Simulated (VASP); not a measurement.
A run of VASP 6.6.1:

File INCAR:

```
SYSTEM = Si
ALGO = Normal
EDIFF = 1E-6
ENCUT = 520
GGA = CA
ISIF = 2
ISMEAR = 0
LASPH = .TRUE.
LCHARG = .FALSE.
LREAL = .FALSE.
LWAVE = .FALSE.
NBANDS = 16
NELM = 80
PREC = Accurate
SIGMA = 0.02
```

File KPOINTS:

```
k-points
0
G
  12 12 6
  0 0 0
```

POSCAR

```
Si
1.0
    3.6308865828      0.0000000000      0.0000000000
   -1.8154432914      3.1444400190      0.0000000000
    0.0000000000      0.0000000000      6.4589264523
Si
4
Direct
    0.3333333333      0.6666666667      0.0661679631
    0.6666666667      0.3333333333      0.5661679631
    0.3333333333      0.6666666667      0.4338320369
    0.6666666667      0.3333333333      0.9338320369
```

Potentials or basis: VASP PAW LDA potentials, release 64 (Si).

Launch:

```sh
$ cat potpaw_LDA.64/Si/POTCAR > POTCAR
$ mpirun -np 1 vasp_std > vasp.out
```

Hardware: 1 thread of Intel(R) Xeon(R) Platinum 8488C (Sapphire Rapids), with other jobs on the host.

How long does it take, and how much memory?

Wall time 39 s on 1 thread of Intel(R) Xeon(R) Platinum 8488C (Sapphire Rapids), on a shared host, peak memory 0.19 GiB. Counts: scf iterations 12, k points 76.
